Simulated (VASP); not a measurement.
# K (Im-3m) in VASP: notebook

Runs on K. Level: PBEsol. Tasks: single point.

Program: VASP 6.6.1. These are calculated values, not measurements. Logs are shortened: lines on timing, memory, paths and dates and some standing lists are left out, and cuts for length are marked.

## (1) The cell of the first run

The structure is cubic, space group Im-3m (No. 229). Conventional cell: a = 3.908 Å, b = 3.908 Å, c = 3.908 Å, α = 90.00°, β = 90.00°, γ = 90.00°. K (site symmetry m-3m) has 14 K at 3.38 to 3.91 Å within 4.5 Å.

## (2) Single point, PBEsol

The input, INCAR:

```
SYSTEM = K
  PREC = Accurate
  ENCUT = 520
  EDIFF = 1E-7
  ISMEAR = -1
  SIGMA = 0.05
  LREAL = .FALSE.
  LASPH = .TRUE.
  NELM = 60
  ALGO = Normal
  ISIF = 2
  LWAVE = .FALSE.
  LCHARG = .FALSE.
  GGA = PS
  NBANDS = 10
```

The input, KPOINTS:

```
Automatic mesh
0
G
  16 16 16
  0 0 0
```

The input, POSCAR:

```
K
1.0
   -1.9541506440      1.9541506440      1.9541506440
    1.9541506440     -1.9541506440      1.9541506440
    1.9541506440      1.9541506440     -1.9541506440
K
1
Direct
    0.0000000000      0.0000000000      0.0000000000
```

Potentials or basis: VASP PAW PBE potentials, release 64 (K_sv).

Command:

```bash
$ cat potpaw_PBE.64/K_sv/POTCAR > POTCAR
$ mpirun -np 1 vasp_std > vasp.out
```

OUTCAR:

```text
SYSTEM = K
   PREC = Accurate
   ENCUT = 520
   EDIFF = 1E-7
   ISMEAR = -1
   LREAL = .FALSE.
   LASPH = .TRUE.
   NELM = 60
   ISIF = 2
   GGA = PS

 ion  position               nearest neighbor table
   1  0.000  0.000  0.000-

  LATTYP: Found a body centered cubic cell.
 ALAT       =     3.9083012880

  Lattice vectors:

 A1 = (  -1.9541506440,   1.9541506440,   1.9541506440)
 A2 = (   1.9541506440,  -1.9541506440,   1.9541506440)
 A3 = (   1.9541506440,   1.9541506440,  -1.9541506440)

Analysis of symmetry for initial positions (statically):
=====================================================================
 Subroutine PRICEL returns:
 Original cell was already a primitive cell.

 Routine SETGRP: Setting up the symmetry group for a
 body centered cubic supercell.

 Subroutine GETGRP returns: Found 48 space group operations
 (whereof 48 operations were pure point group operations)
 out of a pool of 48 trial point group operations.

The static configuration has the point symmetry O_h .

Analysis of symmetry for dynamics (positions and initial velocities):
=====================================================================
 Subroutine PRICEL returns:
 Original cell was already a primitive cell.

 Routine SETGRP: Setting up the symmetry group for a
 body centered cubic supercell.

 Subroutine GETGRP returns: Found 48 space group operations
 (whereof 48 operations were pure point group operations)
 out of a pool of 48 trial point group operations.

The dynamic configuration has the point symmetry O_h .

 Subroutine INISYM returns: Found 48 space group operations
 (whereof 48 operations are pure point group operations),
 and found     1 'primitive' translations

----------------------------------------------------------------------------------------

                                     Primitive cell

  volume of cell :      29.8493

  direct lattice vectors                    reciprocal lattice vectors
    -1.954150644  1.954150644  1.954150644     0.000000000  0.255865637  0.255865637
     1.954150644 -1.954150644  1.954150644     0.255865637  0.000000000  0.255865637
     1.954150644  1.954150644 -1.954150644     0.255865637  0.255865637  0.000000000

  length of vectors
     3.384688201  3.384688201  3.384688201     0.361848654  0.361848654  0.361848654

[... 75 lines left out ...]
   LASPH  =      T    aspherical Exc in radial PAW
   ENCUT  =  520.0 eV  38.22 Ry    6.18 a.u.   6.29  6.29  6.29*2*pi/ulx,y,z
   NELM   =     60;   NELMIN=  2; NELMDL= -5     # of ELM steps
   EDIFF  = 0.1E-06   stopping-criterion for ELM
   LREAL  =      F    real-space projection
   EDIFFG = 0.1E-05   stopping-criterion for IOM
   NSW    =      0    number of steps for IOM
   IBRION =     -1    ionic relax: 0-MD 1-quasi-New 2-CG
   NFREE  =      0    steps in history (QN), initial steepest desc. (CG)
   ISIF   =      2    stress and relaxation
   ISYM   =      2    0-nonsym 1-usesym 2-fastsym
   POTIM  = 0.5000    time-step for ionic-motion
   TEBEG  =    0.0;   TEEND  =   0.0 temperature during run
   PSTRESS=    0.0 pullay stress
   NELECT =       9.0000    total number of electrons
   NUPDOWN=      -1.0000    fix difference up-down
   EMIN   =  10.00;   EMAX   =-10.00  energy-range for DOS
   EFERMI =   0.00;   METHOD = LEGACY
   ISMEAR =    -1;   SIGMA  =   0.05  broadening in eV -4-tet -1-fermi 0-gaus
   EFERMI_NEDOS =   21; number of points for ismear=-14 and -15
   IALGO  =     38    algorithm
   IMIX   =      4    mixing-type and parameters
     AMIX     =   0.40;   BMIX     =  1.00
     AMIX_MAG =   1.60;   BMIX_MAG =  1.00
  volume/ion in A,a.u.               =      29.85       201.43
  Fermi-wavevector in a.u.,A,eV,Ry     =   1.097769  2.074483 16.396337  1.205097
  Thomas-Fermi vector in A             =   2.234135
   LORBIT       =      0    0 simple, 1 ext, 2 COOP (PROOUT), +10 PAW based schemes
   GGA     = PS    functional components
   LHFCALC =     F    Hartree Fock is set to
   AEXX    =    0.0000 exact exchange contribution
   IVDW    =     0    specifies the selected vdW correction
   LEPSILON=     F    determine dielectric tensor
   LRPA    =     F    only Hartree local field effects (RPA)
 non-spin polarized calculation
  energy-cutoff  :      520.00
  volume of cell :       29.85
 maximum number of plane-waves:       820
 NGX is ok and might be reduce to    28
   NGX = 13   NGY = 13   NGZ = 13

 number of electron       9.0000001 magnetization

 Free energy of the ion-electron system (eV)
  ---------------------------------------------------
  ext. energy  EPLUGINS =         0.00000000
  ---------------------------------------------------
  free energy    TOTEN  =        -0.12791796 eV

  energy without entropy =       -0.12028670  energy(sigma->0) =       -0.12410233

 E-fermi :   3.0712     XC(G=0):  -8.5528

 val. band max:        3.0548866370   @ k =   0.3125   0.1250   0.0625
 cond. band min:       3.1076382297   @ k =  -0.3750   0.4375   0.1250
 fundamental gap:      0.0527515927
 Fermi energy:         3.0712141738

 k-point     1 :       0.0000    0.0000    0.0000
  band No.  band energies     occupation
      1     -29.2171      2.00000
      2     -12.2462      2.00000
      3     -12.2462      2.00000
      4     -12.2462      2.00000
      5      -0.4317      2.00000
      6       7.6781      0.00000
      7       7.6781      0.00000
      8       7.6781      0.00000
      9       9.5012      0.00000
     10       9.5012      0.00000
[... 287 lines left out ...]
 k-point    24 :       0.2500    0.1875    0.0000
  band No.  band energies     occupation
      1     -29.0531      2.00000
      2     -13.0962      2.00000
      3     -12.5799      2.00000
      4     -12.3389      2.00000
      5       2.6742      1.99929
      6       5.1226      0.00000
      7       5.8293      0.00000
      8       9.1348      0.00000
      9      10.3596      0.00000
     10      11.1215      0.00000

 [... further k-points ...]
[... 5 lines left out ...]
  --------------------------------------------------------------------------------------
  -------------------------------------------------------------------------------------
  Total        2.7966533      2.7966533      2.7966533     -0.0000000      0.0000000     -0.0000000
  in kB      150.1118949    150.1118949    150.1118949     -0.0000000      0.0000000     -0.0000000
  external PRESSURE =     150.1118949 kB  Pullay stress =       0.0000000 kB

 VOLUME and BASIS-vectors are now :
 -----------------------------------------------------------------------------
  energy-cutoff  :      520.00
  volume of cell :       29.85
      direct lattice vectors                 reciprocal lattice vectors
    -1.954150644  1.954150644  1.954150644     0.000000000  0.255865637  0.255865637
     1.954150644 -1.954150644  1.954150644     0.255865637  0.000000000  0.255865637
     1.954150644  1.954150644 -1.954150644     0.255865637  0.255865637  0.000000000

 POSITION                                       TOTAL-FORCE (eV/Angst)
 -----------------------------------------------------------------------------------
      0.00000      0.00000      0.00000        -0.000000      0.000000      0.000000
 -----------------------------------------------------------------------------------
    total drift:                               -0.000000     -0.000000     -0.000000

  FREE ENERGIE OF THE ION-ELECTRON SYSTEM (eV)
  ---------------------------------------------------
  free  energy   TOTEN  =        -0.1279179577 eV

  energy  without entropy=       -0.1202866963  energy(sigma->0) =       -0.12410233
```

stdout:

```text
POSCAR found type information on POSCAR K
 POSCAR found :  1 types and       1 ions
 scaLAPACK will be used
 -----------------------------------------------------------------------------
|                                                                             |
|                                                                             |
|     You enforced a specific xc type in the INCAR file but a different       |
|     I HOPE YOU KNOW WHAT YOU ARE DOING!                                     |
|                                                                             |
 -----------------------------------------------------------------------------

 LDA part: xc-table for (Slater+PW92), standard interpolation
 POSCAR, INCAR and KPOINTS ok, starting setup
 FFT: planning ... GRIDC
 FFT: planning ... GRID_SOFT
 FFT: planning ... GRID
 WAVECAR not read
 entering main loop
```

It took 33 s on 1 thread of Intel Xeon 6975P-C, shared host; peak memory 0.18 GiB.

Results:

```yaml
Free_energy: -0.1279 eV
Pressure: 15.0 GPa
```

Caveat: the PAW data sets were made with another functional, which shifts forces and pressure a little.

## (3) Single point, PBEsol

This run uses another cell than the first one, of 34.49 Å³/atom, 1.155 times its volume.

The input, INCAR:

```
SYSTEM = K
ALGO     = Normal         ! electronic algorithm
EDIFF    = 1E-6           ! SCF threshold, eV
ENCUT    = 520            ! plane-wave cutoff, eV
GGA      = PS             ! functional
ISIF     = 2              ! what is computed and relaxed
ISMEAR   = -1             ! smearing method
LASPH    = .True.         ! aspherical terms in the spheres
LCHARG   = .True.         ! write CHGCAR
LELF     = .True.         ! ELF
LREAL    = .False.        ! projectors in reciprocal space
LVHAR    = .True.       
LWAVE    = .False.        ! write WAVECAR
NBANDS   = 10             ! bands
NELM     = 60             ! most SCF steps
PREC     = Accurate       ! precision mode
SIGMA    = 0.05           ! smearing width, eV
```

The input, KPOINTS:

```
k-points
0
Gamma
  16 16 16
  0 0 0
```

The input, POSCAR:

```
K
1.0
   -2.0504973859      2.0504973859      2.0504973859
    2.0504973859     -2.0504973859      2.0504973859
    2.0504973859      2.0504973859     -2.0504973859
K
1
Direct
    0.0000000000      0.0000000000      0.0000000000
```

Potentials or basis: VASP PAW PBE potentials, release 64 (K_sv).

Command:

```bash
$ cat potpaw_PBE.64/K_sv/POTCAR > POTCAR
$ mpirun -np 1 vasp_std > vasp.out
```

It took 40 s on 1 thread of Intel Xeon 6975P-C, shared host; peak memory 0.19 GiB.

The run converged. Its results:

```
Free energy : -0.4848 eV
Pressure    : 10.0 GPa
```

Levels at points of the mesh, in eV from the Fermi level:
```
           k point  band 2  band 3  band 4  band 5  band 6  band 7
(0.00, 0.00, 0.00)  -15.30  -15.30  -15.30   -3.35    4.64    4.64
(0.50, 0.00, 0.00)  -16.04  -15.51  -15.31   -0.05    1.66    2.86
(0.50, 0.50, 0.50)  -15.78  -15.78  -15.78    0.59    0.59    6.39
```

Caveat: the PAW data sets were made with another functional, which shifts forces and pressure a little.

## (4) Single point, PBEsol

This run uses another cell than the first one, of 38.55 Å³/atom, 1.292 times its volume.

The input, INCAR:

```
  ALGO = Normal
  EDIFF = 1E-6
  ENCUT = 520
  GGA = PS
  ISIF = 2
  ISMEAR = -1
  LASPH = True
  LCHARG = True
  LELF = True
  LREAL = False
  LVHAR = True
  LWAVE = False
  NBANDS = 10
  NELM = 80
  PREC = Accurate
  SIGMA = 0.05
```

The input, KPOINTS:

```
k-points
0
Gamma
  16 16 16
```

The input, POSCAR:

```
K
1.0
   -2.1281371185      2.1281371185      2.1281371185
    2.1281371185     -2.1281371185      2.1281371185
    2.1281371185      2.1281371185     -2.1281371185
K
1
Direct
    0.0000000000      0.0000000000      0.0000000000
```

Potentials or basis: VASP PAW PBE potentials, release 64 (K_sv).

Command:

```bash
$ cat potpaw_PBE.64/K_sv/POTCAR > POTCAR
$ mpirun -np 1 vasp_std > vasp.out
```

OUTCAR:

```text
EDIFF = 1E-6
   ENCUT = 520
   GGA = PS
   ISIF = 2
   ISMEAR = -1
   LASPH = True
   LREAL = False
   NELM = 80
   PREC = Accurate

 ion  position               nearest neighbor table
   1  0.000  0.000  0.000-

  LATTYP: Found a body centered cubic cell.
 ALAT       =     4.2562742370

  Lattice vectors:

 A1 = (  -2.1281371185,   2.1281371185,   2.1281371185)
 A2 = (   2.1281371185,  -2.1281371185,   2.1281371185)
 A3 = (   2.1281371185,   2.1281371185,  -2.1281371185)

Analysis of symmetry for initial positions (statically):
=====================================================================
 Subroutine PRICEL returns:
 Original cell was already a primitive cell.

 Routine SETGRP: Setting up the symmetry group for a
 body centered cubic supercell.

 Subroutine GETGRP returns: Found 48 space group operations
 (whereof 48 operations were pure point group operations)
 out of a pool of 48 trial point group operations.

The static configuration has the point symmetry O_h .

Analysis of symmetry for dynamics (positions and initial velocities):
=====================================================================
 Subroutine PRICEL returns:
 Original cell was already a primitive cell.

 Routine SETGRP: Setting up the symmetry group for a
 body centered cubic supercell.

 Subroutine GETGRP returns: Found 48 space group operations
 (whereof 48 operations were pure point group operations)
 out of a pool of 48 trial point group operations.

The dynamic configuration has the point symmetry O_h .

 Subroutine INISYM returns: Found 48 space group operations
 (whereof 48 operations are pure point group operations),
 and found     1 'primitive' translations

----------------------------------------------------------------------------------------

                                     Primitive cell

[... 104 lines left out ...]
   EFERMI_NEDOS =   21; number of points for ismear=-14 and -15
   IALGO  =     38    algorithm
   IMIX   =      4    mixing-type and parameters
     AMIX     =   0.40;   BMIX     =  1.00
     AMIX_MAG =   1.60;   BMIX_MAG =  1.00
  volume/ion in A,a.u.               =      38.55       260.17
  Fermi-wavevector in a.u.,A,eV,Ry     =   1.008021  1.904883 13.824954  1.016105
  Thomas-Fermi vector in A             =   2.140862
   LORBIT       =      0    0 simple, 1 ext, 2 COOP (PROOUT), +10 PAW based schemes
   GGA     = PS    functional components
   LHFCALC =     F    Hartree Fock is set to
   AEXX    =    0.0000 exact exchange contribution
   IVDW    =     0    specifies the selected vdW correction
   LEPSILON=     F    determine dielectric tensor
   LRPA    =     F    only Hartree local field effects (RPA)
 non-spin polarized calculation
  energy-cutoff  :      520.00
  volume of cell :       38.55
 maximum number of plane-waves:      1055
   NGX = 13   NGY = 13   NGZ = 13

 number of electron       9.0000000 magnetization

 Free energy of the ion-electron system (eV)
  ---------------------------------------------------
  ext. energy  EPLUGINS =         0.00000000
  ---------------------------------------------------
  free energy    TOTEN  =        -0.69855356 eV

  energy without entropy =       -0.69167322  energy(sigma->0) =       -0.69511339

 E-fermi :   1.8558     XC(G=0):  -7.6078

 val. band max:        1.8510229821   @ k =   0.3750   0.0625   0.0625
 cond. band min:       1.8607447495   @ k =  -0.3750   0.4375   0.1250
 fundamental gap:      0.0097217674
 Fermi energy:         1.8558028671

 k-point     1 :       0.0000    0.0000    0.0000
  band No.  band energies     occupation
      1     -30.1248      2.00000
      2     -13.4381      2.00000
      3     -13.4381      2.00000
      4     -13.4381      2.00000
      5      -1.3388      2.00000
      6       6.4983      0.00000
      7       6.4983      0.00000
      8       6.4983      0.00000
      9       7.9822      0.00000
     10       7.9822      0.00000
[... 287 lines left out ...]
 k-point    24 :       0.2500    0.1875    0.0000
  band No.  band energies     occupation
      1     -30.0618      2.00000
      2     -13.8637      2.00000
      3     -13.6060      2.00000
      4     -13.4838      2.00000
      5       1.3016      1.99997
      6       4.0270      0.00000
      7       4.7447      0.00000
      8       7.6520      0.00000
      9       8.6208      0.00000
     10       9.0763      0.00000

 [... further k-points ...]
[... 5 lines left out ...]
  --------------------------------------------------------------------------------------
  -------------------------------------------------------------------------------------
  Total        1.6829408      1.6829408      1.6829408     -0.0000000     -0.0000000      0.0000000
  in kB       69.9391926     69.9391926     69.9391926     -0.0000000     -0.0000000      0.0000000
  external PRESSURE =      69.9391926 kB  Pullay stress =       0.0000000 kB

 VOLUME and BASIS-vectors are now :
 -----------------------------------------------------------------------------
  energy-cutoff  :      520.00
  volume of cell :       38.55
      direct lattice vectors                 reciprocal lattice vectors
    -2.128137119  2.128137119  2.128137119     0.000000000  0.234947267  0.234947267
     2.128137119 -2.128137119  2.128137119     0.234947267  0.000000000  0.234947267
     2.128137119  2.128137119 -2.128137119     0.234947267  0.234947267  0.000000000

 POSITION                                       TOTAL-FORCE (eV/Angst)
 -----------------------------------------------------------------------------------
      0.00000      0.00000      0.00000         0.000000      0.000000      0.000000
 -----------------------------------------------------------------------------------
    total drift:                                0.000000     -0.000000     -0.000000

  FREE ENERGIE OF THE ION-ELECTRON SYSTEM (eV)
  ---------------------------------------------------
  free  energy   TOTEN  =        -0.6985535641 eV

  energy  without entropy=       -0.6916732181  energy(sigma->0) =       -0.69511339
```

stdout:

```text
POSCAR found type information on POSCAR K
 POSCAR found :  1 types and       1 ions
 scaLAPACK will be used
 -----------------------------------------------------------------------------
|                                                                             |
|                                                                             |
|     You enforced a specific xc type in the INCAR file but a different       |
|     I HOPE YOU KNOW WHAT YOU ARE DOING!                                     |
|                                                                             |
 -----------------------------------------------------------------------------

 LDA part: xc-table for (Slater+PW92), standard interpolation
 POSCAR, INCAR and KPOINTS ok, starting setup
 FFT: planning ... GRIDC
 FFT: planning ... GRID_SOFT
 FFT: planning ... GRID
 WAVECAR not read
 entering main loop
```

Run time: 42 s. Hardware: 1 thread of Intel Xeon 6975P-C, shared host; peak memory 0.19 GiB.

What came out:

```
Free energy : -0.6986 eV
Pressure    : 7.0 GPa
```

Levels at points of the mesh, in eV from the Fermi level:
| k point | band 2 | band 3 | band 4 | band 5 | band 6 | band 7 |
| --- | --- | --- | --- | --- | --- | --- |
| (0.00, 0.00, 0.00) | -15.29 | -15.29 | -15.29 | -3.19 | 4.64 | 4.64 |
| (0.50, 0.00, 0.00) | -15.84 | -15.45 | -15.30 | 0.08 | 1.39 | 2.98 |
| (0.50, 0.50, 0.50) | -15.65 | -15.65 | -15.65 | 0.85 | 0.85 | 5.80 |

Caveat: the PAW data sets were made with another functional, which shifts forces and pressure a little.

## (5) Summary

```csv
cell,gap on the mesh (eV),pressure (GPa)
"a = 3.385 Å, angles 109.5°, 1 atom",none,15.0
"a = 3.552 Å, angles 109.5°, 1 atom",none,10.0
"a = 3.686 Å, angles 109.5°, 1 atom",none,7.0
```

Alike in all rows: task single point; level PBEsol; potentials or basis VASP PAW PBE potentials, release 64 (K_sv); no spin polarisation; k mesh 16 × 16 × 16; cutoff (eV) 520; smearing fermi-dirac 0.05 eV.

Caveats: the PAW data sets were made with another functional, which shifts forces and pressure a little.

Absolute energies hang on the potentials; compare differences alone.
